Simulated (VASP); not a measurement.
# Na3LaO3 in VASP: a series of runs

Na3LaO3 is run at these levels: PBE; tasks: single point.

Program: VASP 6.6.1. These are calculated values, not measurements. Logs are shortened: lines on timing, memory, paths and dates and some standing lists are left out, and cuts for length are marked.

## 1. The cell of the first run

The typed cell holds 7 atoms: a = 4.411 Å, b = 4.902 Å, c = 6.531 Å, α = 111.99°, β = 109.50°, γ = 90.01°.

## 2. Single point, PBE

Contents of INCAR:

```
SYSTEM = Na3LaO3
  PREC = Accurate
  ENCUT = 520
  EDIFF = 1E-6
  ISMEAR = 0
  SIGMA = 0.1
  LREAL = .FALSE.
  LASPH = .TRUE.
  NELM = 60
  ALGO = Normal
  ISIF = 2
  LWAVE = .FALSE.
  LCHARG = .FALSE.
  GGA = PE
  NBANDS = 34
```

Contents of KPOINTS:

```
Automatic mesh
0
G
  4 4 4
  0 0 0
```

Contents of POSCAR:

```
Na3LaO3
1.0
   -0.0002121402     -4.4111483221      0.0113314729
    4.9024811945      0.0004283531      0.0007053834
   -2.4460323716      2.1945660916      5.6438039085
Na La O
3 1 3
Direct
    0.1801952894      0.6807659066      0.3611186871
    0.6243579117      0.1240110677      0.2477990303
    0.9698027277      0.9694514387      0.9390865466
    0.3902265658      0.3903041628      0.7806280589
    0.4083833551      0.9075929737      0.8152731575
    0.9722711888      0.4729707130      0.9462742166
    0.1888104612      0.1889512374      0.3779153028
```

Potentials or basis: VASP PAW PBE potentials, release 64 (Na_pv, La, O).

On the command line:

```console
$ cat potpaw_PBE.64/Na_pv/POTCAR potpaw_PBE.64/La/POTCAR potpaw_PBE.64/O/POTCAR > POTCAR
$ mpirun -np 1 vasp_std > vasp.out
```

OUTCAR:

```text
SYSTEM = Na3LaO3
   PREC = Accurate
   ENCUT = 520
   EDIFF = 1E-6
   ISMEAR = 0
   LREAL = .FALSE.
   LASPH = .TRUE.
   NELM = 60
   ISIF = 2
   GGA = PE

 ion  position               nearest neighbor table
   1  0.180  0.681  0.361-   6 2.34
   2  0.624  0.124  0.248-   7 2.32   7 2.33
   3  0.970  0.969  0.939-   5 2.31   5 2.31
   4  0.390  0.390  0.781-   7 2.28   6 2.40   6 2.40   5 2.46   5 2.46
   5  0.408  0.908  0.815-   3 2.31   3 2.31   4 2.46   4 2.46
   6  0.972  0.473  0.946-   1 2.34   4 2.40   4 2.40
   7  0.189  0.189  0.378-   4 2.28   2 2.32   2 2.33

  LATTYP: Found a triclinic cell.
 ALAT       =     9.0226934827
 B/A-ratio  =     0.4888964576
 C/A-ratio  =     0.5433500842
 COS(alpha) =     0.0001350965
 COS(beta)  =     0.2724295867
 COS(gamma) =     0.7305765749

  Lattice vectors:

 A1 = (  -2.4566609631,  -6.6061427668,  -5.6331778190)
 A2 = (  -0.0002121402,  -4.4111483221,   0.0113314729)
 A3 = (  -4.9024811945,  -0.0004283531,  -0.0007053834)

Analysis of symmetry for initial positions (statically):
=====================================================================
 Subroutine PRICEL returns:
 Original cell was already a primitive cell.

 Routine SETGRP: Setting up the symmetry group for a
 triclinic supercell.

 Subroutine GETGRP returns: Found  1 space group operations
 (whereof  1 operations were pure point group operations)
 out of a pool of  2 trial point group operations.

The static configuration has the point symmetry C_1 .

Analysis of symmetry for dynamics (positions and initial velocities):
=====================================================================
 Subroutine PRICEL returns:
 Original cell was already a primitive cell.

 Routine SETGRP: Setting up the symmetry group for a
 triclinic supercell.

 Subroutine GETGRP returns: Found  1 space group operations
 (whereof  1 operations were pure point group operations)
 out of a pool of  2 trial point group operations.

The dynamic configuration has the point symmetry C_1 .

 Subroutine INISYM returns: Found  1 space group operations
 (whereof  1 operations are pure point group operations),
 and found     1 'primitive' translations

----------------------------------------------------------------------------------------

                                     Primitive cell

  volume of cell :     122.1800

  direct lattice vectors                    reciprocal lattice vectors
    -0.000212140 -4.411148322  0.011331473     0.000007117 -0.226472114  0.088065680
     4.902481194  0.000428353  0.000705383     0.203965619  0.000217056  0.088314579
    -2.446032372  2.194566092  5.643803908    -0.000025507  0.000454677  0.176997608

  length of vectors
     4.411162881  4.902481264  6.530828221     0.242992145  0.222264450  0.176998194

  position of ions in fractional coordinates (direct lattice)
     0.180195289  0.680765907  0.361118687
     0.624357912  0.124011068  0.247799030
     0.969802728  0.969451439  0.939086547
     0.390226566  0.390304163  0.780628059
     0.408383355  0.907592974  0.815273158
     0.972271189  0.472970713  0.946274217
     0.188810461  0.188951237  0.377915303

  ion indices of the primitive-cell ions
   primitive index   ion index
                 1           1
                 2           2
                 3           3
                 4           4
                 5           5
                 6           6
                 7           7

----------------------------------------------------------------------------------------

 KPOINTS: Automatic mesh

Automatic generation of k-mesh.
 Grid dimensions read from file:
 generate k-points for:    4    4    4

 Generating k-lattice:

  Cartesian coordinates                     Fractional coordinates (reciprocal lattice)
     0.000001779 -0.056618029  0.022016420     0.250000000  0.000000000 -0.000000000
     0.050991405  0.000054264  0.022078645     0.000000000  0.250000000  0.000000000
    -0.000006377  0.000113669  0.044249402    -0.000000000 -0.000000000  0.250000000

  Length of vectors
     0.060748036  0.055566112  0.044249548

  Shift w.r.t. Gamma in fractional coordinates (k-lattice)
     0.000000000  0.000000000  0.000000000

 Subroutine IBZKPT returns following result:
 ===========================================

 Found     36 irreducible k-points:

 Following reciprocal coordinates:
            Coordinates               Weight
  0.000000  0.000000  0.000000      1.000000
  0.250000 -0.000000  0.000000      2.000000
  0.500000 -0.000000  0.000000      1.000000
  0.000000  0.250000 -0.000000      2.000000
  0.250000  0.250000  0.000000      2.000000
  0.500000  0.250000  0.000000      2.000000
[... 16 lines left out ...]
  0.000000 -0.250000  0.250000      2.000000
  0.250000 -0.250000  0.250000      2.000000
 [... further k-points ...]
   k-points           NKPTS =     36   k-points in BZ     NKDIM =     36   number of bands    NBANDS=     34
   number of dos      NEDOS =    301   number of ions     NIONS =      7
   total plane-waves  NPLWV =  64800
   dimension x,y,z NGX =    36 NGY =   36 NGZ =   50
   dimension x,y,z NGXF=    72 NGYF=   72 NGZF=  100
   ions per type =               3   1   3
   NGX,Y,Z   is equivalent  to a cutoff of  13.57, 12.21, 12.73 a.u.
   NGXF,Y,Z  is equivalent  to a cutoff of  27.14, 24.42, 25.46 a.u.
 SYSTEM =  Na3LaO3
   PREC   = accura    normal or accurate (medium, high low for compatibility)
   ISTART =      0    job   : 0-new  1-cont  2-samecut
   ICHARG =      2    charge: 1-file 2-atom 10-const
   ISPIN  =      1    spin polarized calculation?
   LNONCOLLINEAR =      F non collinear calculations
   LSORBIT =      F    spin-orbit coupling
   LASPH  =      T    aspherical Exc in radial PAW
   ENCUT  =  520.0 eV  38.22 Ry    6.18 a.u.   8.20  9.12 12.14*2*pi/ulx,y,z
   NELM   =     60;   NELMIN=  2; NELMDL= -5     # of ELM steps
   EDIFF  = 0.1E-05   stopping-criterion for ELM
   LREAL  =      F    real-space projection
   EDIFFG = 0.1E-04   stopping-criterion for IOM
   NSW    =      0    number of steps for IOM
   IBRION =     -1    ionic relax: 0-MD 1-quasi-New 2-CG
   NFREE  =      0    steps in history (QN), initial steepest desc. (CG)
   ISIF   =      2    stress and relaxation
   ISYM   =      2    0-nonsym 1-usesym 2-fastsym
   POTIM  = 0.5000    time-step for ionic-motion
   TEBEG  =    0.0;   TEEND  =   0.0 temperature during run
   PSTRESS=    0.0 pullay stress
   NELECT =      50.0000    total number of electrons
   NUPDOWN=      -1.0000    fix difference up-down
   EMIN   =  10.00;   EMAX   =-10.00  energy-range for DOS
   EFERMI =   0.00;   METHOD = LEGACY
   ISMEAR =     0;   SIGMA  =   0.10  broadening in eV -4-tet -1-fermi 0-gaus
   EFERMI_NEDOS =   21; number of points for ismear=-14 and -15
   IALGO  =     38    algorithm
   IMIX   =      4    mixing-type and parameters
     AMIX     =   0.40;   BMIX     =  1.00
     AMIX_MAG =   1.60;   BMIX_MAG =  1.00
  volume/ion in A,a.u.               =      17.45       117.79
  Fermi-wavevector in a.u.,A,eV,Ry     =   1.215434  2.296837 20.099617  1.477280
  Thomas-Fermi vector in A             =   2.350821
   LORBIT       =      0    0 simple, 1 ext, 2 COOP (PROOUT), +10 PAW based schemes
   GGA     = PE    functional components
   LHFCALC =     F    Hartree Fock is set to
   AEXX    =    0.0000 exact exchange contribution
   IVDW    =     0    specifies the selected vdW correction
   LEPSILON=     F    determine dielectric tensor
   LRPA    =     F    only Hartree local field effects (RPA)
 non-spin polarized calculation
 Gauss-broadening in eV      SIGMA  =   0.10
  energy-cutoff  :      520.00
  volume of cell :      122.18
 maximum number of plane-waves:      3318
 NGX is ok and might be reduce to    36
   NGX = 17   NGY = 19   NGZ = 25

 number of electron      50.0000009 magnetization

 Free energy of the ion-electron system (eV)
  ---------------------------------------------------
  ext. energy  EPLUGINS =         0.00000000
  ---------------------------------------------------
  free energy    TOTEN  =       -37.77269333 eV

  energy without entropy =      -37.77269333  energy(sigma->0) =      -37.77269333

 E-fermi :   2.6750     XC(G=0):  -8.6601

 val. band max:        2.1669760198   @ k =   0.0000   0.0000   0.0000
 cond. band min:       3.4404783528   @ k =   0.0000   0.0000   0.0000
 fundamental gap:      1.2735023329
 Fermi energy:         2.6749625962

 k-point     1 :       0.0000    0.0000    0.0000
  band No.  band energies     occupation
      1     -27.6284      2.00000
      2     -20.9183      2.00000
      3     -20.7930      2.00000
      4     -20.7135      2.00000
      5     -20.4587      2.00000
      6     -20.2628      2.00000
[... 26 lines left out ...]
     33       7.6825      0.00000
     34       7.8130      0.00000

 k-point     2 :       0.2500   -0.0000    0.0000
  band No.  band energies     occupation
      1     -27.6162      2.00000
      2     -20.9175      2.00000
      3     -20.7936      2.00000
      4     -20.7233      2.00000
      5     -20.4612      2.00000
      6     -20.2633      2.00000
[... 26 lines left out ...]
     33       7.6702      0.00000
     34       7.8725      0.00000

 k-point     3 :       0.5000   -0.0000    0.0000
  band No.  band energies     occupation
      1     -27.6039      2.00000
      2     -20.9166      2.00000
      3     -20.7940      2.00000
      4     -20.7334      2.00000
      5     -20.4637      2.00000
      6     -20.2638      2.00000
[... 26 lines left out ...]
     33       7.7005      0.00000
     34       7.8207      0.00000

 k-point     4 :       0.0000    0.2500   -0.0000
  band No.  band energies     occupation
      1     -27.6233      2.00000
      2     -20.9183      2.00000
      3     -20.7930      2.00000
      4     -20.7126      2.00000
      5     -20.4596      2.00000
      6     -20.2690      2.00000
[... 26 lines left out ...]
     33       7.6494      0.00000
     34       7.9294      0.00000

 k-point     5 :       0.2500    0.2500    0.0000
  band No.  band energies     occupation
      1     -27.6109      2.00000
      2     -20.9181      2.00000
      3     -20.7936      2.00000
      4     -20.7240      2.00000
      5     -20.4612      2.00000
      6     -20.2678      2.00000
[... 621 lines left out ...]
 k-point    22 :      -0.2500    0.5000    0.2500
  band No.  band energies     occupation
      1     -27.6056      2.00000
      2     -20.9187      2.00000
      3     -20.7939      2.00000
      4     -20.7247      2.00000
      5     -20.4611      2.00000
      6     -20.2722      2.00000
[... 26 lines left out ...]
     33       7.5470      0.00000
     34       7.7616      0.00000

 k-point    23 :       0.0000   -0.2500    0.2500
  band No.  band energies     occupation
      1     -27.6233      2.00000
      2     -20.9183      2.00000
      3     -20.7930      2.00000
      4     -20.7126      2.00000
      5     -20.4596      2.00000
      6     -20.2690      2.00000
[... 26 lines left out ...]
     33       7.6489      0.00000
     34       7.9151      0.00000

 k-point    24 :       0.2500   -0.2500    0.2500
  band No.  band energies     occupation
      1     -27.6109      2.00000
      2     -20.9181      2.00000
      3     -20.7936      2.00000
      4     -20.7240      2.00000
      5     -20.4612      2.00000
      6     -20.2678      2.00000
[... 26 lines left out ...]
     33       7.6614      0.00000
     34       7.7566      0.00000

 [... further k-points ...]

------------------------ aborting loop because EDIFF is reached ----------------------------------------

  FORCE on cell =-STRESS in cart. coord.  units (eV):
  Direction    XX          YY          ZZ          XY          YZ          ZX
  --------------------------------------------------------------------------------------
  -------------------------------------------------------------------------------------
  Total        0.0121964     -0.0995222     -0.0371042     -0.0031689      0.0484908     -0.0270132
  in kB        0.1599350     -1.3050600     -0.4865572     -0.0415549      0.6358722     -0.3542312
  external PRESSURE =      -0.5438941 kB  Pullay stress =       0.0000000 kB

 VOLUME and BASIS-vectors are now :
 -----------------------------------------------------------------------------
  energy-cutoff  :      520.00
  volume of cell :      122.18
      direct lattice vectors                 reciprocal lattice vectors
    -0.000212140 -4.411148322  0.011331473     0.000007117 -0.226472114  0.088065680
     4.902481194  0.000428353  0.000705383     0.203965619  0.000217056  0.088314579
    -2.446032372  2.194566092  5.643803908    -0.000025507  0.000454677  0.176997608

 POSITION                                       TOTAL-FORCE (eV/Angst)
 -----------------------------------------------------------------------------------
      2.45410     -0.00208      2.04061        -0.001436      0.001666     -0.014150
      0.00171     -2.21027      1.40569        -0.000196      0.001110      0.001162
      2.45548     -2.21664      5.31169        -0.000698      0.001373      0.020912
      0.00393     -0.00804      4.41041         0.000293     -0.002871      0.012019
      2.45519     -0.01188      4.60651        -0.000749      0.001565     -0.017920
      0.00391     -2.21197      5.35194         0.002038     -0.000932     -0.012400
      0.00190     -0.00343      2.13515         0.000749     -0.001911      0.010378
 -----------------------------------------------------------------------------------
    total drift:                                0.000382     -0.000951      0.001496

  FREE ENERGIE OF THE ION-ELECTRON SYSTEM (eV)
  ---------------------------------------------------
  free  energy   TOTEN  =       -37.7726933327 eV

  energy  without entropy=      -37.7726933327  energy(sigma->0) =      -37.77269333
```

It took 3.4 min on 1 thread of Intel Xeon Platinum 8375C at 2.90GHz (Ice Lake), shared host; peak memory 0.33 GiB.

Results:

```yaml
Free_energy: -37.7727 eV
Pressure: -0.1 GPa
Largest_force: 0.021 eV/Å
Band_gap_on_the_k_mesh: 1.27 eV
```

Forces in eV/Å, atoms in the order of the input:
```
Na  -0.001  0.002 -0.014
Na   0.000  0.001  0.001
Na  -0.001  0.001  0.021
La   0.000 -0.003  0.012
O   -0.001  0.002 -0.018
O    0.002 -0.001 -0.012
O    0.001 -0.002  0.010
```

Levels at points of the mesh, in eV from the valence-band top:
| k point | band 23 | band 24 | band 25 | band 26 | band 27 | band 28 |
| --- | --- | --- | --- | --- | --- | --- |
| (0.00, 0.00, 0.00) | -0.65 | -0.46 | 0.00 | 1.27 | 4.69 | 5.11 |
| (0.50, 0.00, 0.00) | -0.91 | -0.64 | -0.02 | 3.10 | 4.43 | 4.56 |
| (0.00, 0.50, 0.00) | -0.84 | -0.63 | -0.57 | 3.16 | 4.00 | 4.94 |
| (0.50, 0.50, 0.00) | -0.89 | -0.61 | -0.29 | 3.00 | 4.74 | 4.92 |
| (0.00, 0.00, 0.50) | -0.78 | -0.64 | -0.01 | 2.69 | 3.87 | 4.69 |
| (0.50, 0.00, 0.50) | -0.90 | -0.64 | -0.02 | 3.11 | 4.43 | 4.57 |
| (0.00, 0.50, 0.50) | -0.84 | -0.63 | -0.57 | 3.17 | 4.00 | 4.94 |
| (0.50, 0.50, 0.50) | -0.89 | -0.61 | -0.29 | 3.00 | 4.74 | 4.92 |

Caveat: spin-orbit coupling is left out, which moves the levels of the heavy elements.

(Continued in part 2 of 2.)
